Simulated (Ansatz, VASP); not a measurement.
# Sc in VASP and in Ansatz

POSCAR

```
Sc
1.0
    0.0000000000      2.2705000000      2.2705000000
    2.6110750000      0.0000000000      2.2705000000
    2.6110750000      2.2705000000      0.0000000000
Sc
1
Direct
    0.0000000000      0.0000000000      0.0000000000
```

The input INCAR.step1:

```
PREC     = Accurate       # precision mode
ENCUT    = 520            # plane-wave cutoff, eV
ISMEAR   = 0              # smearing method
SIGMA    = 0.15           # smearing width, eV
LREAL    = F              # projectors in reciprocal space
LASPH    = T              # aspherical terms in the spheres
NELM     = 100            # most SCF steps
NBANDS   = 12             # bands
GGA      = PE             # functional
ALGO     = Normal         # electronic algorithm
EDIFF    = 1E-4           # SCF threshold, eV
LWAVE    = T              # write WAVECAR
LCHARG   = F              # write CHGCAR
```

Contents of INCAR.step2:

```
PREC     = Accurate       # precision mode
ENCUT    = 520            # plane-wave cutoff, eV
EDIFF    = 1E-7           # SCF threshold, eV
ISMEAR   = 0              # smearing method
SIGMA    = 0.15           # smearing width, eV
LREAL    = F              # projectors in reciprocal space
LASPH    = T              # aspherical terms in the spheres
NELM     = 100            # most SCF steps
ALGO     = Normal         # electronic algorithm
ISIF     = 2              # what is computed and relaxed
LWAVE    = F              # write WAVECAR
LCHARG   = T              # write CHGCAR
METAGGA  = R2SCAN         # meta-GGA
LMIXTAU  = T            
LELF     = T              # ELF
LVHAR    = T            
NBANDS   = 12             # bands
ISTART   = 1
```

File KPOINTS:

```
Automatic mesh
0
Gamma
  18 18 18
```

Input for Ansatz:

```yaml
crystal:
  lattice:
    - [0.0, 2.2705, 2.2705]
    - [2.611075, 0.0, 2.2705]
    - [2.611075, 2.2705, 0.0]
  atoms:
    - { symbol: Sc, position: [0.0, 0.0, 0.0] }
basis:
  ecutwfc: 500
kpoints:
  mp_grid: { grid: [18, 18, 18] }
hamiltonian:
  xc: r2scan
scf:
  occupations: { method: gaussian, width: 0.15 }
output:
  forces: true
  stress: true
  eigenvalues: true
```

Change from the starting cell: strain +0.1500 x Voigt [1, 0, 0, 0, 0, 0], atoms carried along.

Alike in both runs: task single point; functional r2SCAN; k mesh 18 × 18 × 18; occupations gaussian, width 0.15 eV; no spin polarisation.

|  | VASP | Ansatz |
| --- | --- | --- |
| version | VASP 6.6.1 | Ansatz 0.2.0 |
| potentials or method | VASP PAW PBE potentials, release 64 (Sc_sv), cutoff 520 eV | scalar-relativistic, plane waves, PAW |
| valence electrons in the cell | 11 | 11 |

```csv
,VASP,Ansatz,Ansatz less VASP
gap on the k mesh at the Fermi level (eV),none,none,-
pressure (GPa),-3.4,-3.5,-0.15
"traceless stress, the component that is largest in VASP (GPa)",-2.18,-2.18,+0.004
```

VASP's potentials were made for PBE, not for r2SCAN. A gap of «none» marks a metal or a gap that the smearing closes. With one functional, cell and mesh, what is left measures potentials, basis and numerics.
